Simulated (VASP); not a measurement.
# Rh (Fm-3m) in VASP: further runs

The runs below take Rh through single point, relaxation of cell and atoms, with r2SCAN+D3(BJ), r2SCAN.

All numbers are computed with VASP 6.6.1; they aren't measurements. Logs are shortened: lines on timing, memory, paths and dates and some standing lists are left out, and cuts for length are marked.

## (1) The cell of the first run

The structure is cubic, space group Fm-3m (No. 225). The conventional cell has a = 3.796 Å, b = 3.796 Å, c = 3.796 Å, α = 90.00°, β = 90.00°, γ = 90.00°. Within 3.5 Å of Rh (site symmetry m-3m) lie 12 Rh at 2.68 Å.

## (2) Single point, r2SCAN+D3(BJ)

POSCAR

```
Rh
1.0
    0.0000000000      1.8978500000      1.8978500000
    1.8978500000      0.0000000000      1.8978500000
    1.8978500000      1.8978500000      0.0000000000
Rh
1
Direct
    0.0000000000      0.0000000000      0.0000000000
```

INCAR.step1

```
SYSTEM = Rh
PREC = Accurate
ENCUT = 520
ISMEAR = -1
SIGMA = 0.05
LREAL = .False.
LASPH = .True.
NELM = 80
NBANDS = 14
GGA = PE
ALGO = Normal
EDIFF = 1E-4
LWAVE = .True.
LCHARG = .False.
```

INCAR.step2

```
SYSTEM = Rh
PREC = Accurate
ENCUT = 520
EDIFF = 1E-7
ISMEAR = -1
SIGMA = 0.05
LREAL = .False.
LASPH = .True.
NELM = 80
ALGO = Normal
ISIF = 2
LWAVE = .False.
LCHARG = .True.
METAGGA = R2SCAN
LMIXTAU = .True.
IVDW = 12
VDW_S6 = 1.0
VDW_S8 = 0.78981345
VDW_A1 = 0.49484001
VDW_A2 = 5.73083694
LELF = .True.
LVHAR = .True.
NBANDS = 14
ISTART = 1
```

KPOINTS

```
Automatic mesh
0
Gamma
  12 12 12
  0 0 0
```

Potentials or basis: VASP PAW PBE potentials, release 64 (Rh_pv).

Command:

```
$ cat potpaw_PBE.64/Rh_pv/POTCAR > POTCAR
$ cp INCAR.step1 INCAR
$ mpirun -np 1 vasp_std > vasp.out
$ cp INCAR.step2 INCAR
$ mpirun -np 1 vasp_std > vasp.out
```

OUTCAR:

```text
SYSTEM = Rh
   PREC = Accurate
   ENCUT = 520
   EDIFF = 1E-7
   ISMEAR = -1
   LREAL = .False.
   LASPH = .True.
   NELM = 80
   ISIF = 2
   METAGGA = R2SCAN
   IVDW = 12
   ISTART = 1
 IVDW          = 12

 ion  position               nearest neighbor table
   1  0.000  0.000  0.000-

  LATTYP: Found a face centered cubic cell.
 ALAT       =     3.7957000000

  Lattice vectors:

 A1 = (   0.0000000000,   1.8978500000,   1.8978500000)
 A2 = (   1.8978500000,   0.0000000000,   1.8978500000)
 A3 = (   1.8978500000,   1.8978500000,   0.0000000000)

Analysis of symmetry for initial positions (statically):
[... 33 lines left out ...]
                                     Primitive cell

  volume of cell :      13.6715

  direct lattice vectors                    reciprocal lattice vectors
     0.000000000  1.897850000  1.897850000    -0.263456016  0.263456016  0.263456016
     1.897850000  0.000000000  1.897850000     0.263456016 -0.263456016  0.263456016
     1.897850000  1.897850000  0.000000000     0.263456016  0.263456016 -0.263456016

  length of vectors
     2.683965209  2.683965209  2.683965209     0.456319205  0.456319205  0.456319205

  position of ions in fractional coordinates (direct lattice)
     0.000000000  0.000000000  0.000000000

  ion indices of the primitive-cell ions
   primitive index   ion index
                 1           1

----------------------------------------------------------------------------------------

 KPOINTS: Automatic mesh

Automatic generation of k-mesh.
 Grid dimensions read from file:
 generate k-points for:   12   12   12

 Generating k-lattice:

  Cartesian coordinates                     Fractional coordinates (reciprocal lattice)
    -0.021954668  0.021954668  0.021954668     0.083333333  0.000000000  0.000000000
     0.021954668 -0.021954668  0.021954668     0.000000000  0.083333333  0.000000000
     0.021954668  0.021954668 -0.021954668     0.000000000  0.000000000  0.083333333

  Length of vectors
     0.038026600  0.038026600  0.038026600

  Shift w.r.t. Gamma in fractional coordinates (k-lattice)
     0.000000000  0.000000000  0.000000000

 Subroutine IBZKPT returns following result:
 ===========================================

 Found     72 irreducible k-points:

 Following reciprocal coordinates:
            Coordinates               Weight
  0.000000  0.000000  0.000000      1.000000
  0.083333  0.000000  0.000000      8.000000
  0.166667  0.000000  0.000000      8.000000
  0.250000  0.000000  0.000000      8.000000
  0.333333  0.000000  0.000000      8.000000
  0.416667  0.000000  0.000000      8.000000
[... 16 lines left out ...]
  0.500000  0.166667  0.000000     24.000000
 -0.416667  0.166667  0.000000     24.000000
 [... further k-points ...]
   k-points           NKPTS =     72   k-points in BZ     NKDIM =     72   number of bands    NBANDS=     14
   number of dos      NEDOS =    301   number of ions     NIONS =      1
   total plane-waves  NPLWV =   8000
   dimension x,y,z NGX =    20 NGY =   20 NGZ =   20
   dimension x,y,z NGXF=    40 NGYF=   40 NGZF=   40
   ions per type =               1
   NGX,Y,Z   is equivalent  to a cutoff of  12.39, 12.39, 12.39 a.u.
   NGXF,Y,Z  is equivalent  to a cutoff of  24.78, 24.78, 24.78 a.u.
 SYSTEM =  Rh
   PREC   = accura    normal or accurate (medium, high low for compatibility)
   ISTART =      1    job   : 0-new  1-cont  2-samecut
   ICHARG =      0    charge: 1-file 2-atom 10-const
   ISPIN  =      1    spin polarized calculation?
   LNONCOLLINEAR =      F non collinear calculations
   LSORBIT =      F    spin-orbit coupling
   LASPH  =      T    aspherical Exc in radial PAW
   ENCUT  =  520.0 eV  38.22 Ry    6.18 a.u.   4.99  4.99  4.99*2*pi/ulx,y,z
   NELM   =     80;   NELMIN=  2; NELMDL=  0     # of ELM steps
   EDIFF  = 0.1E-06   stopping-criterion for ELM
   LREAL  =      F    real-space projection
   EDIFFG = 0.1E-05   stopping-criterion for IOM
   NSW    =      0    number of steps for IOM
   IBRION =     -1    ionic relax: 0-MD 1-quasi-New 2-CG
   NFREE  =      0    steps in history (QN), initial steepest desc. (CG)
   ISIF   =      2    stress and relaxation
   ISYM   =      2    0-nonsym 1-usesym 2-fastsym
   POTIM  = 0.5000    time-step for ionic-motion
   TEBEG  =    0.0;   TEEND  =   0.0 temperature during run
   PSTRESS=    0.0 pullay stress
   NELECT =      15.0000    total number of electrons
   NUPDOWN=      -1.0000    fix difference up-down
   EMIN   =  10.00;   EMAX   =-10.00  energy-range for DOS
   EFERMI =   0.00;   METHOD = LEGACY
   ISMEAR =    -1;   SIGMA  =   0.05  broadening in eV -4-tet -1-fermi 0-gaus
   EFERMI_NEDOS =   21; number of points for ismear=-14 and -15
   IALGO  =     38    algorithm
   IMIX   =      4    mixing-type and parameters
     AMIX     =   0.40;   BMIX     =  1.00
     AMIX_MAG =   1.60;   BMIX_MAG =  1.00
  volume/ion in A,a.u.               =      13.67        92.26
  Fermi-wavevector in a.u.,A,eV,Ry     =   1.688496  3.190795 38.790465  2.851019
  Thomas-Fermi vector in A             =   2.770792
   LORBIT       =      0    0 simple, 1 ext, 2 COOP (PROOUT), +10 PAW based schemes
   METAGGA = R2SCAN    functional components
   LHFCALC =     F    Hartree Fock is set to
   AEXX    =    0.0000 exact exchange contribution
   IVDW    =    12    specifies the selected vdW correction
   LEPSILON=     F    determine dielectric tensor
   LRPA    =     F    only Hartree local field effects (RPA)
 non-spin polarized calculation
  energy-cutoff  :      520.00
  volume of cell :       13.67
 maximum number of plane-waves:       380
   NGX =  9   NGY =  9   NGZ =  9

 number of electron      15.0000007 magnetization

 Free energy of the ion-electron system (eV)
  ---------------------------------------------------
  ext. energy  EPLUGINS =         0.00000000
  ---------------------------------------------------
  free energy    TOTEN  =       -24.14216990 eV

  energy without entropy =      -24.13387398  energy(sigma->0) =      -24.13802194

 E-fermi :  11.8459     XC(G=0): -15.2550

 val. band max:       11.7843054042   @ k =  -0.3333   0.3333   0.0000
 cond. band min:      11.8571350776   @ k =   0.3333   0.1667   0.0000
 fundamental gap:      0.0728296734
 Fermi energy:        11.8458654745

 k-point     1 :       0.0000    0.0000    0.0000
  band No.  band energies     occupation
      1     -35.9818      2.00000
      2     -35.9818      2.00000
      3     -35.9818      2.00000
      4       3.6090      2.00000
      5       8.6242      2.00000
      6       8.6242      2.00000
      7       8.6242      2.00000
      8      10.7436      2.00000
      9      10.7436      2.00000
     10      28.5518      0.00000
     11      29.1676      0.00000
     12      34.3350      0.00000
     13      34.3351      0.00000
     14      34.3351      0.00000

 k-point     2 :       0.0833    0.0000    0.0000
  band No.  band energies     occupation
      1     -36.0374      2.00000
      2     -35.9893      2.00000
      3     -35.9893      2.00000
      4       3.9002      2.00000
      5       8.4995      2.00000
      6       8.7350      2.00000
      7       8.7350      2.00000
      8      10.6850      2.00000
      9      10.6850      2.00000
     10      28.9624      0.00000
     11      29.1673      0.00000
     12      32.9069      0.00000
     13      34.7565      0.00000
     14      34.7565      0.00000

 k-point     3 :       0.1667    0.0000    0.0000
  band No.  band energies     occupation
      1     -36.1879      2.00000
      2     -36.0096      2.00000
      3     -36.0096      2.00000
      4       4.6698      2.00000
      5       8.2825      2.00000
      6       8.9556      2.00000
      7       8.9556      2.00000
      8      10.6407      2.00000
      9      10.6407      2.00000
     10      29.1664      0.00000
     11      29.8095      0.00000
     12      30.4696      0.00000
     13      35.9246      0.00000
     14      35.9246      0.00000

 k-point     4 :       0.2500    0.0000    0.0000
  band No.  band energies     occupation
      1     -36.3901      2.00000
      2     -36.0373      2.00000
      3     -36.0373      2.00000
      4       5.4554      2.00000
      5       8.5277      2.00000
      6       8.9850      2.00000
      7       8.9850      2.00000
      8      10.9361      2.00000
      9      10.9361      2.00000
     10      27.7331      0.00000
     11      29.1677      0.00000
     12      30.2138      0.00000
     13      37.4243      0.00000
     14      37.4243      0.00000

 k-point     5 :       0.3333    0.0000    0.0000
  band No.  band energies     occupation
      1     -36.5885      2.00000
      2     -36.0649      2.00000
      3     -36.0649      2.00000
      4       5.6393      2.00000
      5       8.7879      2.00000
      6       8.7879      2.00000
      7       9.8563      2.00000
      8      11.5681      1.99230
      9      11.5681      1.99230
     10      24.9368      0.00000
     11      29.1674      0.00000
[... 276 lines left out ...]
 k-point    22 :       0.4167    0.1667    0.0000
  band No.  band energies     occupation
      1     -36.6178      2.00000
      2     -36.1690      2.00000
      3     -36.1378      2.00000
      4       6.1988      2.00000
      5       7.9673      2.00000
      6       8.7996      2.00000
      7       9.5130      2.00000
      8      12.3492      0.00008
      9      13.5844      0.00000
     10      24.2339      0.00000
     11      29.1668      0.00000
     12      29.7839      0.00000
     13      32.0818      0.00000
     14      33.9005      0.00000

 k-point    23 :       0.5000    0.1667    0.0000
  band No.  band energies     occupation
      1     -36.7026      2.00000
      2     -36.2119      2.00000
      3     -36.1385      2.00000
      4       6.1394      2.00000
      5       7.8912      2.00000
      6       9.3087      2.00000
      7       9.4662      2.00000
      8      12.4768      0.00001
      9      15.6160      0.00000
     10      21.5174      0.00000
     11      29.0107      0.00000
     12      29.1678      0.00000
     13      32.2566      0.00000
     14      32.6036      0.00000

 k-point    24 :      -0.4167    0.1667    0.0000
  band No.  band energies     occupation
      1     -36.7096      2.00000
      2     -36.2384      2.00000
      3     -36.1220      2.00000
      4       6.2101      2.00000
      5       7.9060      2.00000
      6       9.2106      2.00000
      7       9.7178      2.00000
      8      12.0967      0.01316
      9      16.2172      0.00000
     10      21.0802      0.00000
     11      28.6613      0.00000
     12      29.1672      0.00000
     13      31.6821      0.00000
     14      33.4210      0.00000

 [... further k-points ...]

------------------------ aborting loop because EDIFF is reached ----------------------------------------

 Edisp (eV)   -0.30683

 E8    (eV) :    -0.1088

  FORCE on cell =-STRESS in cart. coord.  units (eV):
  Direction    XX          YY          ZZ          XY          YZ          ZX
  --------------------------------------------------------------------------------------
  -------------------------------------------------------------------------------------
  Total      -0.13640    -0.13640    -0.13640     0.00000     0.00000    -0.00000
  in kB     -15.98532   -15.98532   -15.98532     0.00000     0.00000    -0.00000
  external pressure =      -15.99 kB  Pullay stress =        0.00 kB

 VOLUME and BASIS-vectors are now :
 -----------------------------------------------------------------------------
  energy-cutoff  :      520.00
  volume of cell :       13.67
      direct lattice vectors                 reciprocal lattice vectors
     0.000000000  1.897850000  1.897850000    -0.263456016  0.263456016  0.263456016
     1.897850000  0.000000000  1.897850000     0.263456016 -0.263456016  0.263456016
     1.897850000  1.897850000  0.000000000     0.263456016  0.263456016 -0.263456016

 POSITION                                       TOTAL-FORCE (eV/Angst)
 -----------------------------------------------------------------------------------
      0.00000      0.00000      0.00000         0.000000     -0.000000     -0.000000
 -----------------------------------------------------------------------------------
    total drift:                               -0.000000     -0.000000     -0.000000

  FREE ENERGIE OF THE ION-ELECTRON SYSTEM (eV)
  ---------------------------------------------------
  free  energy   TOTEN  =       -24.4489954141 eV

  energy  without entropy=      -24.4406994887  energy(sigma->0) =      -24.44484745
```

Wall time 87 s (1 thread of AMD EPYC 7R43 (Zen 3), shared host); peak memory 0.1 GiB.

What came out:

```
Free energy                : -24.4490 eV
Pressure                   : -1.6 GPa
Dispersion energy per atom : -0.307 eV
```

Caveat: three body term missing; the PAW data sets were made with another functional, which shifts forces and pressure a little; pairwise dispersion overbinds metals, which lowers pressure and volume.

## (3) Relaxation of cell and atoms, r2SCAN

POSCAR is that of step 2.

INCAR.step1

```
PREC     = Accurate       # precision mode
ENCUT    = 600            # plane-wave cutoff, eV
ISMEAR   = -1             # smearing method
SIGMA    = 0.05           # smearing width, eV
LREAL    = False          # projectors in reciprocal space
LASPH    = True           # aspherical terms in the spheres
NELM     = 60             # most SCF steps
GGA      = PE             # functional
ALGO     = Normal         # electronic algorithm
EDIFF    = 1E-4           # SCF threshold, eV
LWAVE    = True           # write WAVECAR
LCHARG   = False          # write CHGCAR
```

INCAR.step2

```
PREC     = Accurate       # precision mode
ENCUT    = 600            # plane-wave cutoff, eV
EDIFF    = 1E-6           # SCF threshold, eV
ISMEAR   = -1             # smearing method
SIGMA    = 0.05           # smearing width, eV
LREAL    = False          # projectors in reciprocal space
LASPH    = True           # aspherical terms in the spheres
NELM     = 60             # most SCF steps
ALGO     = Normal         # electronic algorithm
ISIF     = 3              # what is computed and relaxed
LWAVE    = False          # write WAVECAR
LCHARG   = False          # write CHGCAR
METAGGA  = R2SCAN         # meta-GGA
LMIXTAU  = True         
IBRION   = 2              # ionic algorithm
NSW      = 60             # ionic steps
EDIFFG   = -0.01          # ionic threshold
ISTART   = 1
```

KPOINTS

```
regular mesh
0
Gamma
  12 12 12
```

Potentials or basis: VASP PAW PBE potentials, release 64 (Rh_pv).

Command:

```
$ cat potpaw_PBE.64/Rh_pv/POTCAR > POTCAR
$ cp INCAR.step1 INCAR
$ mpirun -np 1 vasp_std > vasp.out
$ cp INCAR.step2 INCAR
$ mpirun -np 1 vasp_std > vasp.out
```

It took 3.9 min on 1 thread of AMD EPYC 7R43 (Zen 3), shared host; peak memory 0.11 GiB.

Results (log left out):

| Quantity | Value |
| --- | --- |
| Free energy | -24.1419 eV |
| Relaxed volume | 13.76 Å³/atom |
| Relaxed cell | a = 2.690 Å, b = 2.690 Å, c = 2.690 Å, α = 60.00°, β = 60.00°, γ = 60.00° |
| Space group after relaxing (to 0.05 Å) | Fm-3m (No. 225) |
| Energy gained by relaxing | 0.6 meV/atom |
| Ionic steps | 3 |
| Pressure after relaxing | 0.0 GPa |

The path:
| step | energy change (eV) | largest force (eV/Å) | pressure (GPa) | volume (Å³) |
| --- | --- | --- | --- | --- |
| 1 | 0.0000 | 0.0000 | 1.92 | 13.67 |
| 2 | 0.0029 | 0.0000 | -4.58 | 14.00 |
| 3 | -0.0006 | 0.0000 | 0.00 | 13.76 |

Final structure:
```yaml
crystal:
  lattice:
    - [0.00000, 1.90212, 1.90212]
    - [1.90212, 0.00000, 1.90212]
    - [1.90212, 1.90212, 0.00000]
  atoms:
    - { symbol: Rh, position: [0.00000, 0.00000, 0.00000] }
```

Levels at points of the mesh, in eV from the Fermi level:
```tsv
k point	band 5	band 6	band 7	band 8	band 9	band 10
(0.00, 0.00, 0.00)	-3.19	-3.19	-3.19	-1.09	-1.09	16.71
(0.50, 0.00, 0.00)	-3.30	-3.30	0.56	0.56	0.89	9.06
(0.50, 0.50, 0.00)	-6.18	0.49	1.02	1.02	3.47	12.84
```

Caveat: the PAW data sets were made with another functional, which shifts forces and pressure a little.
